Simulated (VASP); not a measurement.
Rb2PdO2:

```
Rb O Pd
1.0
     0.00000    4.27627    0.00000
     4.27627    0.00000    0.00000
     2.13814    2.13814   -6.74698
Rb O Pd
2 2 1
Direct
  0.34510 0.34510 0.30980
  0.65490 0.65490 0.69020
  0.12730 0.12730 0.74540
  0.87270 0.87270 0.25460
  0.00000 0.00000 0.00000
```

```yaml
Program: VASP 6.6.1
Task: relaxation of cell and atoms
Functional: PBE
Potentials_or_basis: VASP PAW PBE potentials, release 64 (Rb_sv, O, Pd)
Cutoff: 600 eV
k_mesh: 7 × 7 × 7
Occupations: fermi-dirac, width 0.1 eV
Spin: no spin polarisation
```

At the start: pressure 7.3 GPa; volume 24.68 Å³/atom.

Question: How do energy, volume and symmetry change on relaxing?

Answer: Over 15 steps the energy falls by 139.4 meV/atom and the volume is 24.66 Å³/atom (-0.1 %); space group I4/mmm (No. 139, to 0.1 Å) before and after.

Step by step:
| step | energy change (eV) | largest force (eV/Å) | pressure (GPa) | volume (Å³) |
| --- | --- | --- | --- | --- |
| 1 | 0.0000 | 5.2406 | 7.25 | 123.38 |
| 2 | 1.1746 | 2.6392 | -6.29 | 143.27 |
| 3 | -0.6383 | 0.6633 | -2.08 | 129.48 |
| 4 | -0.6682 | 0.2199 | -1.31 | 128.59 |
| 5 | -0.6752 | 0.1677 | -0.64 | 127.90 |
| 6 | -0.6751 | 0.1362 | -0.75 | 127.99 |
| 7 | -0.6844 | 0.1162 | -0.49 | 126.30 |
| 8 | -0.6924 | 0.0532 | 0.38 | 121.34 |
| 9 | -0.6934 | 0.0702 | 0.13 | 122.61 |
| 10 | -0.6934 | 0.0687 | 0.16 | 122.49 |
| 11 | -0.6940 | 0.0713 | -0.06 | 122.72 |
| 12 | -0.6940 | 0.0595 | -0.04 | 122.69 |
| 13 | -0.6945 | 0.0524 | -0.03 | 122.75 |
| 14 | -0.6959 | 0.0340 | 0.01 | 122.93 |
| 15 | -0.6969 | 0.0082 | 0.08 | 123.28 |

Final structure:
```
Rb O Pd
1.0
     0.00000    4.23708    0.00000
     4.23708    0.00000    0.00000
     2.11854    2.11854   -6.86664
Rb O Pd
2 2 1
Direct
  0.34924 0.34924 0.30152
  0.65076 0.65076 0.69848
  0.13611 0.13611 0.72778
  0.86389 0.86389 0.27222
  0.00000 0.00000 0.00000
```
